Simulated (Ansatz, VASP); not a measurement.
## Two plane-wave programs on CuF

```xyz
4
Lattice="3.2292 0.0000 0.0000 -1.6146 2.7966 0.0000 0.0000 0.0000 5.0947" Properties=species:S:1:pos:R:3 pbc="T T T"
Cu    0.0000    0.0000    0.0000
Cu    0.0000    0.0000    2.5473
F     0.0000    1.8644    1.2737
F     1.6146    0.9322    3.8210
```

Alike in both runs: task single point; functional PBE; k mesh 9 × 9 × 4; occupations fermi-dirac, width 0.02 eV; no spin polarisation.

|  | VASP | Ansatz |
| --- | --- | --- |
| version | VASP 6.6.1 | Ansatz 0.2.0 |
| potentials or method | VASP PAW PBE potentials, release 64 (Cu, F) | plane waves, PAW |
| plane-wave cutoff (eV) | 520 | 420 |
| valence electrons in the cell | 36 | 52 |

|  | VASP | Ansatz | Ansatz less VASP |
| --- | --- | --- | --- |
| pressure (GPa) | 5.8 | 5.9 | +0.08 |
| traceless stress, the component that is largest in VASP (GPa) | 0.70 | 0.66 | -0.039 |

The functional is the same, so the differences come from potentials, cutoffs and numerics. VASP's potentials hold 36 valence electrons a cell and Ansatz's 52, so a difference there can come from the potentials and not from the codes.
